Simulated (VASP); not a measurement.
# Zr (Pm-3n) in VASP: notebook, part 2 of 2

VASP 6.6.1. The steps go on from the part before.

### Step 3. Single point, r2SCAN

POSCAR

```
Zr
1.0
    5.7035533612      0.0000000000      0.0000000000
    0.0000000000      5.7035533612      0.0000000000
    0.0000000000      0.0000000000      5.7035533612
Zr
8
Direct
    1.0000000000      1.0000000000      0.0000000000
    0.5000000000      0.5000000000      0.5000000000
    0.2500000000      0.0000000000      0.5000000000
    0.7500000000      1.0000000000      0.5000000000
    0.5000000000      0.2500000000      1.0000000000
    0.5000000000      0.7500000000      0.0000000000
    0.0000000000      0.5000000000      0.2500000000
    0.0000000000      0.5000000000      0.7500000000
```

INCAR.step1

```
SYSTEM = Zr
PREC = Accurate
ENCUT = 520
ISMEAR = -1
SIGMA = 0.1
LREAL = .False.
LASPH = .True.
NELM = 100
NBANDS = 58
GGA = PE
ALGO = Normal
EDIFF = 1E-4
LWAVE = .True.
LCHARG = .False.
```

INCAR.step2

```
SYSTEM = Zr
PREC = Accurate
ENCUT = 520
EDIFF = 1E-7
ISMEAR = -1
SIGMA = 0.1
LREAL = .False.
LASPH = .True.
NELM = 100
ALGO = Normal
ISIF = 2
LWAVE = .False.
LCHARG = .False.
METAGGA = R2SCAN
LMIXTAU = .True.
NBANDS = 58
ISTART = 1
```

KPOINTS

```
Automatic mesh
0
Gamma
  6 6 6
  0 0 0
```

Potentials or basis: VASP PAW PBE potentials, release 64 (Zr_sv).

The run is started by

```
$ cat potpaw_PBE.64/Zr_sv/POTCAR > POTCAR
$ cp INCAR.step1 INCAR
$ mpirun -np 1 vasp_std > vasp.out
$ cp INCAR.step2 INCAR
$ mpirun -np 1 vasp_std > vasp.out
```

OUTCAR:

```text
SYSTEM = Zr
   PREC = Accurate
   ENCUT = 520
   EDIFF = 1E-7
   ISMEAR = -1
   LREAL = .False.
   LASPH = .True.
   NELM = 100
   ISIF = 2
   METAGGA = R2SCAN
   ISTART = 1

 ion  position               nearest neighbor table
   1  0.000  0.000  0.000-   3 3.19   4 3.19   5 3.19   6 3.19   7 3.19   8 3.19   3 3.19   4 3.19
                             7 3.19   8 3.19   5 3.19   6 3.19
   2  0.500  0.500  0.500-   3 3.19   4 3.19   5 3.19   6 3.19   7 3.19   8 3.19   5 3.19   6 3.19
                             3 3.19   4 3.19   7 3.19   8 3.19
   3  0.250  0.000  0.500-   4 2.85   4 2.85   1 3.19   1 3.19   2 3.19   2 3.19   8 3.49   7 3.49
                             8 3.49   7 3.49   6 3.49   5 3.49   5 3.49   6 3.49
   4  0.750  0.000  0.500-   3 2.85   3 2.85   1 3.19   1 3.19   2 3.19   2 3.19   8 3.49   7 3.49
                             8 3.49   7 3.49   6 3.49   5 3.49   5 3.49   6 3.49
   5  0.500  0.250  0.000-   6 2.85   6 2.85   1 3.19   2 3.19   2 3.19   1 3.19   8 3.49   7 3.49
                             7 3.49   8 3.49   3 3.49   4 3.49   3 3.49   4 3.49
   6  0.500  0.750  0.000-   5 2.85   5 2.85   1 3.19   2 3.19   2 3.19   1 3.19   8 3.49   7 3.49
                             7 3.49   8 3.49   3 3.49   4 3.49   3 3.49   4 3.49
   7  0.000  0.500  0.250-   8 2.85   8 2.85   1 3.19   2 3.19   1 3.19   2 3.19   3 3.49   4 3.49
                             5 3.49   3 3.49   4 3.49   6 3.49   5 3.49   6 3.49
   8  0.000  0.500  0.750-   7 2.85   7 2.85   1 3.19   2 3.19   1 3.19   2 3.19   3 3.49   4 3.49
                             5 3.49   3 3.49   4 3.49   6 3.49   5 3.49   6 3.49

  LATTYP: Found a simple cubic cell.
 ALAT       =     5.7035533612

  Lattice vectors:

 A1 = (   5.7035533612,   0.0000000000,   0.0000000000)
 A2 = (   0.0000000000,   5.7035533612,   0.0000000000)
 A3 = (   0.0000000000,   0.0000000000,   5.7035533612)

Analysis of symmetry for initial positions (statically):
=====================================================================
 Subroutine PRICEL returns:
 Original cell was already a primitive cell.

 Routine SETGRP: Setting up the symmetry group for a
 simple cubic supercell.

 Subroutine GETGRP returns: Found 48 space group operations
 (whereof 24 operations were pure point group operations)
 out of a pool of 48 trial point group operations.

The static configuration has the point symmetry T_h .
 The point group associated with its full space group is O_h .

Analysis of symmetry for dynamics (positions and initial velocities):
=====================================================================
 Subroutine PRICEL returns:
 Original cell was already a primitive cell.

 Routine SETGRP: Setting up the symmetry group for a
 simple cubic supercell.

 Subroutine GETGRP returns: Found 48 space group operations
 (whereof 24 operations were pure point group operations)
 out of a pool of 48 trial point group operations.

The dynamic configuration has the point symmetry T_h .
 The point group associated with its full space group is O_h .

 Subroutine INISYM returns: Found 48 space group operations
 (whereof 24 operations are pure point group operations),
 and found     1 'primitive' translations

----------------------------------------------------------------------------------------

                                     Primitive cell

  volume of cell :     185.5396

  direct lattice vectors                    reciprocal lattice vectors
     5.703553361  0.000000000  0.000000000     0.175329297  0.000000000  0.000000000
     0.000000000  5.703553361  0.000000000     0.000000000  0.175329297  0.000000000
[... 75 lines left out ...]
   number of dos      NEDOS =    301   number of ions     NIONS =      8
   total plane-waves  NPLWV =  74088
   dimension x,y,z NGX =    42 NGY =   42 NGZ =   42
   dimension x,y,z NGXF=    84 NGYF=   84 NGZF=   84
   ions per type =               8
   NGX,Y,Z   is equivalent  to a cutoff of  12.24, 12.24, 12.24 a.u.
   NGXF,Y,Z  is equivalent  to a cutoff of  24.48, 24.48, 24.48 a.u.
 SYSTEM =  Zr
   PREC   = accura    normal or accurate (medium, high low for compatibility)
   ISTART =      1    job   : 0-new  1-cont  2-samecut
   ICHARG =      0    charge: 1-file 2-atom 10-const
   ISPIN  =      1    spin polarized calculation?
   LNONCOLLINEAR =      F non collinear calculations
   LSORBIT =      F    spin-orbit coupling
   LASPH  =      T    aspherical Exc in radial PAW
   ENCUT  =  520.0 eV  38.22 Ry    6.18 a.u.  10.60 10.60 10.60*2*pi/ulx,y,z
   NELM   =    100;   NELMIN=  2; NELMDL=  0     # of ELM steps
   EDIFF  = 0.1E-06   stopping-criterion for ELM
   LREAL  =      F    real-space projection
   EDIFFG = 0.1E-05   stopping-criterion for IOM
   NSW    =      0    number of steps for IOM
   IBRION =     -1    ionic relax: 0-MD 1-quasi-New 2-CG
   NFREE  =      0    steps in history (QN), initial steepest desc. (CG)
   ISIF   =      2    stress and relaxation
   ISYM   =      2    0-nonsym 1-usesym 2-fastsym
   POTIM  = 0.5000    time-step for ionic-motion
   TEBEG  =    0.0;   TEEND  =   0.0 temperature during run
   PSTRESS=    0.0 pullay stress
   NELECT =      96.0000    total number of electrons
   NUPDOWN=      -1.0000    fix difference up-down
   EMIN   =  10.00;   EMAX   =-10.00  energy-range for DOS
   EFERMI =   0.00;   METHOD = LEGACY
   ISMEAR =    -1;   SIGMA  =   0.10  broadening in eV -4-tet -1-fermi 0-gaus
   EFERMI_NEDOS =   21; number of points for ismear=-14 and -15
   IALGO  =     38    algorithm
   IMIX   =      4    mixing-type and parameters
     AMIX     =   0.40;   BMIX     =  1.00
     AMIX_MAG =   1.60;   BMIX_MAG =  1.00
  volume/ion in A,a.u.               =      23.19       156.51
  Fermi-wavevector in a.u.,A,eV,Ry     =   1.314275  2.483620 23.501615  1.727320
  Thomas-Fermi vector in A             =   2.444540
   LORBIT       =      0    0 simple, 1 ext, 2 COOP (PROOUT), +10 PAW based schemes
   METAGGA = R2SCAN    functional components
   LHFCALC =     F    Hartree Fock is set to
   AEXX    =    0.0000 exact exchange contribution
   IVDW    =     0    specifies the selected vdW correction
   LEPSILON=     F    determine dielectric tensor
   LRPA    =     F    only Hartree local field effects (RPA)
 non-spin polarized calculation
  energy-cutoff  :      520.00
  volume of cell :      185.54
 maximum number of plane-waves:      5030
   NGX = 21   NGY = 21   NGZ = 21

 number of electron      95.9999997 magnetization

 Free energy of the ion-electron system (eV)
  ---------------------------------------------------
  ext. energy  EPLUGINS =         0.00000000
  ---------------------------------------------------
  free energy    TOTEN  =      -180.83765625 eV

  energy without entropy =     -180.32376569  energy(sigma->0) =     -180.58071097

 E-fermi :   8.6530     XC(G=0): -11.9771

 val. band max:        8.6358212403   @ k =   0.3333   0.3333   0.1667
 cond. band min:       8.6585627447   @ k =   0.5000   0.5000   0.5000
 fundamental gap:      0.0227415044
 Fermi energy:         8.6529755241

 k-point     1 :       0.0000    0.0000    0.0000
  band No.  band energies     occupation
      1     -41.4176      2.00000
      2     -41.3014      2.00000
      3     -41.2891      2.00000
      4     -41.2891      2.00000
      5     -41.2263      2.00000
      6     -41.1212      2.00000
[... 1209 lines left out ...]
     57      11.8284      0.00000
     58      11.8284      0.00000

------------------------ aborting loop because EDIFF is reached ----------------------------------------

  FORCE on cell =-STRESS in cart. coord.  units (eV):
  Direction    XX          YY          ZZ          XY          YZ          ZX
  --------------------------------------------------------------------------------------
  -------------------------------------------------------------------------------------
  Total       -0.0050674     -0.0050674     -0.0050674      0.0000000      0.0000000     -0.0000000
  in kB       -0.0437579     -0.0437579     -0.0437579      0.0000000      0.0000000     -0.0000000
  external PRESSURE =      -0.0437579 kB  Pullay stress =       0.0000000 kB

 VOLUME and BASIS-vectors are now :
 -----------------------------------------------------------------------------
  energy-cutoff  :      520.00
  volume of cell :      185.54
      direct lattice vectors                 reciprocal lattice vectors
     5.703553361  0.000000000  0.000000000     0.175329297  0.000000000  0.000000000
     0.000000000  5.703553361  0.000000000     0.000000000  0.175329297  0.000000000
     0.000000000  0.000000000  5.703553361     0.000000000  0.000000000  0.175329297

 POSITION                                       TOTAL-FORCE (eV/Angst)
 -----------------------------------------------------------------------------------
      0.00000      0.00000      0.00000        -0.000000     -0.000000     -0.000000
      2.85178      2.85178      2.85178        -0.000000     -0.000000     -0.000000
      1.42589      0.00000      2.85178        -0.000000     -0.000000     -0.000000
      4.27767      0.00000      2.85178         0.000000      0.000000      0.000000
      2.85178      1.42589      0.00000        -0.000000     -0.000000      0.000000
      2.85178      4.27767      0.00000         0.000000     -0.000000     -0.000000
      0.00000      2.85178      1.42589         0.000000      0.000000     -0.000000
      0.00000      2.85178      4.27767        -0.000000      0.000000     -0.000000
 -----------------------------------------------------------------------------------
    total drift:                                0.000000     -0.000000     -0.000000

  FREE ENERGIE OF THE ION-ELECTRON SYSTEM (eV)
  ---------------------------------------------------
  free  energy   TOTEN  =      -180.8376562510 eV

  energy  without entropy=     -180.3237656931  energy(sigma->0) =     -180.58071097
```

Wall time 19 min (1 thread of Oxide Virtual Turin-like, shared host); peak memory 0.33 GiB.

What came out:

- Free energy: -180.8377 eV
- Pressure: 0.0 GPa
- Band gap on the k mesh: zero (bands 48 and 49 overlap by 0.46 eV)

Caveat: the PAW data sets were made with another functional, which shifts forces and pressure a little.

The gap in the log of VASP goes by the Fermi energy; the results here count the filled bands.